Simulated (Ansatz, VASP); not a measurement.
## Al3B2W in VASP and in Ansatz

```
Al B W
1.0
     3.15000    0.00000    0.00000
     0.00000    1.62500    7.38500
     0.00000   -1.62500    7.38500
Al B W
3 2 1
Direct
  0.00000 0.19700 0.19700
  0.50000 0.80300 0.80300
  0.50000 0.59000 0.59000
  0.00000 0.03400 0.03400
  0.50000 0.96600 0.96600
  0.00000 0.41000 0.41000
```

Alike in both runs: task relaxation of cell and atoms; functional PBE; k mesh 5 × 5 × 5; occupations gaussian, width 0.2 eV; no spin polarisation.

|  | VASP | Ansatz |
| --- | --- | --- |
| version | VASP 6.6.1 | Ansatz 0.2.0 |
| potentials or method | VASP PAW PBE potentials, release 64 (Al, B, W_sv), cutoff 600 eV | scalar-relativistic, plane waves, PAW |
| valence electrons in the cell | 29 | 29 |

|  | VASP | Ansatz | Ansatz less VASP |
| --- | --- | --- | --- |
| gap on the k mesh at the Fermi level, each at its own relaxed structure (eV) | none | none | - |
| relaxed volume (Å³/atom) | 11.78 | 11.77 | -0.010 |
| relaxed cell length with the largest relative difference (Å) | 3.132 | 3.140 | +0.0082 |

A gap of «none» marks a metal or a gap that the smearing closes.

The k mesh is coarse, so the values compare programs but aren't converged. Spin-orbit coupling is off throughout.
